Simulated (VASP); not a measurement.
# MoAsI in VASP: single point with PBE+D3(BJ)

Aim: the single point of MoAsI with PBE+D3(BJ).

Everything below comes from runs of VASP 6.6.1. Logs are shortened: lines on timing, memory, paths and dates and some standing lists are left out, and cuts for length are marked.

## (1) The cell of the first run

The cell holds a sheet with vacuum, 6 atoms: a = 3.443 Å, b = 3.443 Å, c = 43.972 Å, α = 90.00°, β = 90.00°, γ = 120.00°.

## (2) Single point, PBE+D3(BJ), collinear spin

File INCAR:

```
  PREC = Accurate
  ENCUT = 520
  EDIFF = 1E-6
  ISMEAR = 0
  SIGMA = 0.1
  LREAL = False
  LASPH = True
  NELM = 150
  ALGO = Normal
  ISIF = 2
  LWAVE = False
  LCHARG = False
  ISPIN = 2
  MAGMOM = 1 1 0 0 0 0
  LORBIT = 11
  LMAXMIX = 4
  LDIPOL = True
  IDIPOL = 3
  DIPOL = 0.5 0.5 0.284
  GGA = PE
  IVDW = 12
  NBANDS = 39
```

File KPOINTS:

```
Automatic mesh
0
Gamma
  6 6 1
```

File POSCAR:

```
MoAsI
1.0
    3.4428276428      0.0000003062      0.0000000000
   -1.7214140866      2.9815760464      0.0000000000
    0.0000000000      0.0000000000     43.9717600000
Mo As I
2 2 2
Direct
    0.0000000000      0.0000000000      0.2204630066
    0.0000000000      0.0000000000      0.3480837152
    0.6666666667      0.3333333333      0.2551352704
    0.6666666667      0.3333333333      0.3134114514
    0.6666666667      0.3333333333      0.1745264273
    0.6666666667      0.3333333333      0.3940202945
```

Potentials or basis: VASP PAW PBE potentials, release 64 (Mo_sv, As, I).

Run with:

```
> cat potpaw_PBE.64/Mo_sv/POTCAR potpaw_PBE.64/As/POTCAR potpaw_PBE.64/I/POTCAR > POTCAR
> mpirun -np 1 vasp_std > vasp.out
```

OUTCAR:

```text
PREC = Accurate
   ENCUT = 520
   EDIFF = 1E-6
   ISMEAR = 0
   LREAL = False
   LASPH = True
   NELM = 150
   ISIF = 2
   ISPIN = 2
   LORBIT = 11
   GGA = PE
   IVDW = 12
 IVDW          = 12

 ion  position               nearest neighbor table
   1  0.000  0.000  0.220-   3 2.51   3 2.51   3 2.51   5 2.83   5 2.83   5 2.83
   2  0.000  0.000  0.348-   4 2.51   4 2.51   4 2.51   6 2.83   6 2.83   6 2.83
   3  0.667  0.333  0.255-   1 2.51   1 2.51   1 2.51   4 2.56
   4  0.667  0.333  0.313-   2 2.51   2 2.51   2 2.51   3 2.56
   5  0.667  0.333  0.175-   1 2.83   1 2.83   1 2.83
   6  0.667  0.333  0.394-   2 2.83   2 2.83   2 2.83

  LATTYP: Found a hexagonal cell.
 ALAT       =     3.4428276428
 C/A-ratio  =    12.7719899345

  Lattice vectors:

 A1 = (   3.4428276428,   0.0000003062,   0.0000000000)
 A2 = (  -1.7214140866,   2.9815760464,   0.0000000000)
 A3 = (   0.0000000000,   0.0000000000,  43.9717600000)

Analysis of symmetry for initial positions (statically):
=====================================================================
 Subroutine PRICEL returns:
 Original cell was already a primitive cell.

 Routine SETGRP: Setting up the symmetry group for a
 hexagonal supercell.

 Subroutine GETGRP returns: Found 12 space group operations
 (whereof  6 operations were pure point group operations)
 out of a pool of 24 trial point group operations.

The static configuration has the point symmetry C_3v.
 The point group associated with its full space group is D_3h.

Analysis of symmetry for dynamics (positions and initial velocities):
=====================================================================
 Subroutine PRICEL returns:
 Original cell was already a primitive cell.

 Routine SETGRP: Setting up the symmetry group for a
 hexagonal supercell.

 Subroutine GETGRP returns: Found 12 space group operations
 (whereof  6 operations were pure point group operations)
 out of a pool of 24 trial point group operations.

The dynamic configuration has the point symmetry C_3v.
 The point group associated with its full space group is D_3h.

Analysis of structural, dynamic, and magnetic symmetry:
=====================================================================
 Subroutine PRICEL returns:
 Original cell was already a primitive cell.

 Routine SETGRP: Setting up the symmetry group for a
 hexagonal supercell.

 Subroutine GETGRP returns: Found 12 space group operations
 (whereof  6 operations were pure point group operations)
 out of a pool of 24 trial point group operations.

The overall configuration has the point symmetry C_3v.
 The point group associated with its full space group is D_3h.

 Subroutine INISYM returns: Found 12 space group operations
 (whereof  6 operations are pure point group operations),
 and found     1 'primitive' translations

----------------------------------------------------------------------------------------

                                     Primitive cell

  volume of cell :     451.3724

  direct lattice vectors                    reciprocal lattice vectors
     3.442827643  0.000000306  0.000000000     0.290458905  0.167696562  0.000000000
    -1.721414087  2.981576046  0.000000000    -0.000000030  0.335393072  0.000000000
     0.000000000  0.000000000 43.971760000     0.000000000  0.000000000  0.022741869

  length of vectors
     3.442827643  3.442827643 43.971760000     0.335393072  0.335393072  0.022741869

  position of ions in fractional coordinates (direct lattice)
     0.000000000  0.000000000  0.220463007
     0.000000000  0.000000000  0.348083715
     0.666666667  0.333333333  0.255135270
     0.666666667  0.333333333  0.313411451
     0.666666667  0.333333333  0.174526427
     0.666666667  0.333333333  0.394020295

  ion indices of the primitive-cell ions
   primitive index   ion index
                 1           1
                 2           2
                 3           3
                 4           4
                 5           5
                 6           6

----------------------------------------------------------------------------------------

 KPOINTS: Automatic mesh

Automatic generation of k-mesh.
[... 36 lines left out ...]
   NGX,Y,Z   is equivalent  to a cutoff of  13.52, 13.52, 12.70 a.u.
   NGXF,Y,Z  is equivalent  to a cutoff of  27.04, 27.04, 25.41 a.u.
 SYSTEM =  unknown system
   PREC   = accura    normal or accurate (medium, high low for compatibility)
   ISTART =      0    job   : 0-new  1-cont  2-samecut
   ICHARG =      2    charge: 1-file 2-atom 10-const
   ISPIN  =      2    spin polarized calculation?
   LNONCOLLINEAR =      F non collinear calculations
   LSORBIT =      F    spin-orbit coupling
   LASPH  =      T    aspherical Exc in radial PAW
   ENCUT  =  520.0 eV  38.22 Ry    6.18 a.u.   6.40  6.40 81.76*2*pi/ulx,y,z
   NELM   =    150;   NELMIN=  2; NELMDL= -5     # of ELM steps
   EDIFF  = 0.1E-05   stopping-criterion for ELM
   LREAL  =      F    real-space projection
   EDIFFG = 0.1E-04   stopping-criterion for IOM
   NSW    =      0    number of steps for IOM
   IBRION =     -1    ionic relax: 0-MD 1-quasi-New 2-CG
   NFREE  =      0    steps in history (QN), initial steepest desc. (CG)
   ISIF   =      2    stress and relaxation
   ISYM   =      2    0-nonsym 1-usesym 2-fastsym
   POTIM  = 0.5000    time-step for ionic-motion
   TEBEG  =    0.0;   TEEND  =   0.0 temperature during run
   PSTRESS=    0.0 pullay stress
   NELECT =      52.0000    total number of electrons
   NUPDOWN=      -1.0000    fix difference up-down
   EMIN   =  10.00;   EMAX   =-10.00  energy-range for DOS
   EFERMI =   0.00;   METHOD = LEGACY
   ISMEAR =     0;   SIGMA  =   0.10  broadening in eV -4-tet -1-fermi 0-gaus
   EFERMI_NEDOS =   21; number of points for ismear=-14 and -15
   IALGO  =     38    algorithm
   IMIX   =      4    mixing-type and parameters
     AMIX     =   0.40;   BMIX     =  1.00
     AMIX_MAG =   1.60;   BMIX_MAG =  1.00
  volume/ion in A,a.u.               =      75.23       507.67
  Fermi-wavevector in a.u.,A,eV,Ry     =   0.796583  1.505323  8.633498  0.634544
  Thomas-Fermi vector in A             =   1.903134
   LORBIT       =     11    0 simple, 1 ext, 2 COOP (PROOUT), +10 PAW based schemes
   GGA     = PE    functional components
   LHFCALC =     F    Hartree Fock is set to
   AEXX    =    0.0000 exact exchange contribution
   IVDW    =    12    specifies the selected vdW correction
   LEPSILON=     F    determine dielectric tensor
   LRPA    =     F    only Hartree local field effects (RPA)
 spin polarized calculation
 Gauss-broadening in eV      SIGMA  =   0.10
  energy-cutoff  :      520.00
  volume of cell :      451.37
 maximum number of plane-waves:     12243
 NGX is ok and might be reduce to    28
   NGX = 13   NGY = 13   NGZ =163

 number of electron      52.0000006 magnetization       0.0001341

 dipolmoment           0.000000      0.000000      0.000001 electrons x Angstroem

 number of electron      52.0000006 magnetization      -0.0000118

 dipolmoment           0.000000      0.000000     -0.000008 electrons x Angstroem

 Free energy of the ion-electron system (eV)
  ---------------------------------------------------
  ext. energy  EPLUGINS =         0.00000000
  ---------------------------------------------------
  free energy    TOTEN  =       -33.58481922 eV

  energy without entropy =      -33.55207103  energy(sigma->0) =      -33.56844512

 E-fermi :   0.0458     XC(G=0):  -3.4519

 val. band max:        0.0438558545   @ k =   0.3333   0.0000   0.0000
 cond. band min:       0.1477325854   @ k =   0.3333   0.0000   0.0000
 fundamental gap:      0.1038767309
 Fermi energy:         0.0457870833

 spin component 1

 k-point     1 :       0.0000    0.0000    0.0000
  band No.  band energies     occupation
      1     -61.3753      1.00000
      2     -61.3753      1.00000
      3     -35.5792      1.00000
      4     -35.5790      1.00000
      5     -35.3938      1.00000
      6     -35.3938      1.00000
[... 276 lines left out ...]
     37       4.6782      0.00000
     38       5.8529      0.00000
 Fermi energy:         0.0457870833

 spin component 2

 k-point     1 :       0.0000    0.0000    0.0000
  band No.  band energies     occupation
      1     -61.3753      1.00000
      2     -61.3753      1.00000
      3     -35.5792      1.00000
      4     -35.5790      1.00000
      5     -35.3938      1.00000
      6     -35.3938      1.00000
[... 276 lines left out ...]
     37       4.6782      0.00000
     38       5.8529      0.00000
 [bands above 38 left out]

------------------------ aborting loop because EDIFF is reached ----------------------------------------

 vacuum level on the upper side and lower side of the slab       (xc-potential included)        -0.140        -0.153

 Edisp (eV)   -2.60102

 E8    (eV) :    -1.1931

  FORCE on cell =-STRESS in cart. coord.  units (eV):
  Direction    XX          YY          ZZ          XY          YZ          ZX
  --------------------------------------------------------------------------------------
  -------------------------------------------------------------------------------------
  Total       0.07748     0.07748     0.25402    -0.00000    -0.00000     0.00000
  in kB       0.27500     0.27500     0.90167    -0.00000    -0.00000     0.00000
  external pressure =        0.48 kB  Pullay stress =        0.00 kB

 VOLUME and BASIS-vectors are now :
 -----------------------------------------------------------------------------
  energy-cutoff  :      520.00
  volume of cell :      451.37
      direct lattice vectors                 reciprocal lattice vectors
     3.442827643  0.000000306  0.000000000     0.290458905  0.167696562  0.000000000
    -1.721414087  2.981576046  0.000000000    -0.000000030  0.335393072  0.000000000
     0.000000000  0.000000000 43.971760000     0.000000000  0.000000000  0.022741869

 POSITION                                       TOTAL-FORCE (eV/Angst)
 -----------------------------------------------------------------------------------
      0.00000      0.00000      9.69415        -0.000000     -0.000000     -0.030758
      0.00000      0.00000     15.30585        -0.000000     -0.000000      0.030758
      1.72141      0.99386     11.21875        -0.000000      0.000000      0.016330
      1.72141      0.99386     13.78125        -0.000000     -0.000000     -0.016330
      1.72141      0.99386      7.67423         0.000000     -0.000000     -0.014033
      1.72141      0.99386     17.32577         0.000000      0.000000      0.014033
 -----------------------------------------------------------------------------------
    total drift:                               -0.000000      0.000000     -0.000174

  FREE ENERGIE OF THE ION-ELECTRON SYSTEM (eV)
  ---------------------------------------------------
  free  energy   TOTEN  =       -36.1858368255 eV

  energy  without entropy=      -36.1530886337  energy(sigma->0) =      -36.16946273

 vacuum level on the upper side and lower side of the slab         3.399         3.392

 total charge

# of ion       s       p       d       tot
------------------------------------------
    1        2.244   6.128   4.012  12.385
    2        2.244   6.128   4.012  12.385
    3        1.239   1.502   0.070   2.812
    4        1.239   1.502   0.070   2.812
    5        1.528   2.731   0.066   4.326
    6        1.528   2.731   0.066   4.326
--------------------------------------------------
tot         10.023  20.723   8.298  39.044

 magnetization (x)

# of ion       s       p       d       tot
------------------------------------------
    1       -0.000  -0.000  -0.000  -0.000
    2       -0.000  -0.000  -0.000  -0.000
    3        0.000   0.000  -0.000   0.000
    4        0.000   0.000  -0.000   0.000
    5       -0.000  -0.000  -0.000  -0.000
    6       -0.000  -0.000  -0.000  -0.000
--------------------------------------------------
tot         -0.000  -0.000  -0.000  -0.000
```

Run time: 9.4 min. Hardware: 1 thread of Intel Xeon Platinum 8559C (Emerald Rapids), shared host; peak memory 0.87 GiB.

What came out:

* Free energy: -36.1858 eV
* Largest force: 0.031 eV/Å
* Band gap on the k mesh: zero (filled and empty bands overlap)
* Net moment: 0.00 μB per cell
* Valence electrons inside the program's atomic spheres: Mo 12.38; As 2.81; I 4.33
* Dispersion energy per atom: -0.434 eV

Forces in eV/Å, atoms in the order of the input:
```
Mo   0.000  0.000 -0.031
Mo   0.000  0.000  0.031
As   0.000  0.000  0.016
As   0.000  0.000 -0.016
I    0.000  0.000 -0.014
I    0.000  0.000  0.014
```

Caveat: spin-orbit coupling is left out, which moves the levels of the heavy elements.

The gap in the log of VASP goes by the Fermi energy; the results here count the filled bands.